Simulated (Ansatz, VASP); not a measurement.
# One calculation of Cd, two programs

```xyz
1
Lattice="0.0000 2.2537 2.2537 2.2537 0.0000 2.2537 2.2537 2.2537 0.0000" Properties=species:S:1:pos:R:3 pbc="T T T"
Cd    0.0000    0.0000    0.0000
```

Alike in both runs: functional PBE; k mesh 16 × 16 × 16; occupations gaussian, width 0.1 eV; no spin polarisation.

Ansatz relaxed the structure, and its values are those at the end. VASP's run is a single point on that final structure, the one shown.

```csv
,VASP,Ansatz
version,VASP 6.6.1,Ansatz 0.2.0
potentials or method,"VASP PAW PBE potentials, release 64 (Cd), cutoff 520 eV","scalar-relativistic, plane waves, PAW"
valence electrons in the cell,12,20
```

```csv
,VASP,Ansatz,Ansatz less VASP
gap on the k mesh at the Fermi level (eV),none,none,-
pressure (GPa),0.3,0.0,-0.23
```

A gap of «none» marks a metal or a gap that the smearing closes. VASP's potentials hold 12 valence electrons a cell and Ansatz's 20, so a difference there can come from the potentials and not from the codes.
